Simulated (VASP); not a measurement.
Input of a VASP 6.6.1 run:

The input INCAR:

```
SYSTEM = ZnSe
  PREC = Accurate
  ENCUT = 520
  EDIFF = 1E-6
  ISMEAR = 0
  SIGMA = 0.05
  LREAL = .FALSE.
  LASPH = .TRUE.
  NELM = 100
  ALGO = Normal
  ISIF = 2
  LWAVE = .FALSE.
  LCHARG = .FALSE.
  GGA = PE
  NBANDS = 16
```

KPOINTS

```
Automatic mesh
0
G
  10 10 10
  0 0 0
```

File POSCAR:

```
ZnSe
1.0
    0.0000000000      2.7872721633      2.7872721633
    2.7872721633      0.0000000000      2.7872721633
    2.7872721633      2.7872721633      0.0000000000
Zn Se
1 1
Direct
    0.0000000000      0.0000000000      0.0000000000
    0.7500000000      0.7500000000      0.7500000000
```

Potentials or basis: VASP PAW PBE potentials, release 64 (Zn, Se).

Launch:

```console
$ cat potpaw_PBE.64/Zn/POTCAR potpaw_PBE.64/Se/POTCAR > POTCAR
$ mpirun -np 1 vasp_std > vasp.out
```

Problem. What does it give for the band gap on the k mesh?

Solution. 1.49 eV, direct.

Problem. Estimate the pressure.

Solution. 6.0 GPa.
